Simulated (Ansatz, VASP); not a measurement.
# ZrC: VASP beside Ansatz

INCAR

```
SYSTEM = ZrC
PREC     = Accurate       ! precision mode
ENCUT    = 520            ! plane-wave cutoff, eV
EDIFF    = 1E-7           ! SCF threshold, eV
ISMEAR   = 0              ! smearing method
SIGMA    = 0.15           ! smearing width, eV
LREAL    = .FALSE.        ! projectors in reciprocal space
LASPH    = .TRUE.         ! aspherical terms in the spheres
NELM     = 60             ! most SCF steps
ALGO     = Normal         ! electronic algorithm
ISIF     = 2              ! what is computed and relaxed
LWAVE    = .FALSE.        ! write WAVECAR
LCHARG   = .TRUE.         ! write CHGCAR
GGA      = PE             ! functional
LELF     = .TRUE.         ! ELF
LVHAR    = .TRUE.       
NBANDS   = 15             ! bands
```

KPOINTS

```
regular mesh
0
G
  18 18 18
  0 0 0
```

POSCAR

```
ZrC
1.0
    0.0000000000      2.4442184000      2.4442184000
    2.4442184000      0.0000000000      2.4442184000
    2.4442184000      2.4442184000      0.0000000000
Zr C
1 1
Direct
    0.5000000000      0.5000000000      0.5000000000
    0.0000000000      0.0000000000      0.0000000000
```

Input for Ansatz:

```yaml
crystal:
  lattice:
    - [0.0, 2.4442184, 2.4442184]
    - [2.4442184, 0.0, 2.4442184]
    - [2.4442184, 2.4442184, 0.0]
  atoms:
    - { symbol: Zr, position: [0.5, 0.5, 0.5] }
    - { symbol: C, position: [0.0, 0.0, 0.0] }
basis:
  ecutwfc: 420
kpoints:
  mp_grid: { grid: [18, 18, 18] }
hamiltonian:
  xc: pbe
scf:
  occupations: { method: gaussian, width: 0.15 }
output:
  forces: true
  stress: true
  eigenvalues: true
```

Change from the starting cell: strain +0.040 along x and y, +0.040 along z, atoms carried along.

Alike in both runs: task single point; functional PBE; k mesh 18 × 18 × 18; occupations gaussian, width 0.15 eV; no spin polarisation.

|  | VASP | Ansatz |
| --- | --- | --- |
| version | VASP 6.6.1 | Ansatz 0.2.0 |
| potentials or method | VASP PAW PBE potentials, release 64 (Zr_sv, C), cutoff 520 eV | scalar-relativistic, plane waves, PAW |
| valence electrons in the cell | 16 | 16 |

```csv
,VASP,Ansatz,Ansatz less VASP
gap on the k mesh at the Fermi level (eV),none,none,-
pressure (GPa),-19.7,-19.8,-0.17
```

A gap of «none» marks a metal or a gap that the smearing closes.
